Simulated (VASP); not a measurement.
Wanted: the native input for a VASP 6.6.1 run.

```yaml
Task: single point
Functional: PBE
Potentials_or_basis: VASP PAW PBE potentials, release 64 (Cu, I)
Cutoff: 520 eV
k_mesh: 6 × 6 × 6
Occupations: fermi-dirac, width 0.02 eV
Spin: no spin polarisation
Dipole_correction: no
Further_INCAR_settings: ALGO = Normal; EDIFF = 1e-06; NBANDS = 26
```

The structure of CuI lies in POSCAR:

```
CuI
1.0
    3.5037460169     -3.5931533413      0.0000000000
    3.5037460169      3.5931533413      0.0000000000
    0.0000000000      0.0000000000      4.3220096347
Cu I
2 2
Direct
    0.4168025267      0.5831974733      0.7500000000
    0.5831974733      0.4168025267      0.2500000000
    0.7779467443      0.2220532557      0.7500000000
    0.2220532557      0.7779467443      0.2500000000
```

The input as run:

INCAR

```
SYSTEM = CuI
PREC = Accurate
ENCUT = 520
EDIFF = 1E-6
ISMEAR = -1
SIGMA = 0.02
LREAL = .FALSE.
LASPH = .TRUE.
NELM = 100
ALGO = Normal
ISIF = 2
LWAVE = .FALSE.
LCHARG = .TRUE.
GGA = PE
LELF = .TRUE.
LVHAR = .TRUE.
NBANDS = 26
```

KPOINTS

```
Automatic mesh
0
G
  6 6 6
  0 0 0
```

Potentials or basis: VASP PAW PBE potentials, release 64 (Cu, I).

Run with:

```bash
$ cat potpaw_PBE.64/Cu/POTCAR potpaw_PBE.64/I/POTCAR > POTCAR
$ mpirun -np 1 vasp_std > vasp.out
```

Results of the run:

```
Pressure               : 2.3 GPa
Largest force          : 0.159 eV/Å
Band gap on the k mesh : 0.96 eV, direct
```

Caveat: spin-orbit coupling is left out, which moves the levels of the heavy elements.

It took 50 s on 1 thread of Intel(R) Xeon(R) 6975P-C (Granite Rapids), on a shared host, peak memory 0.29 GiB.
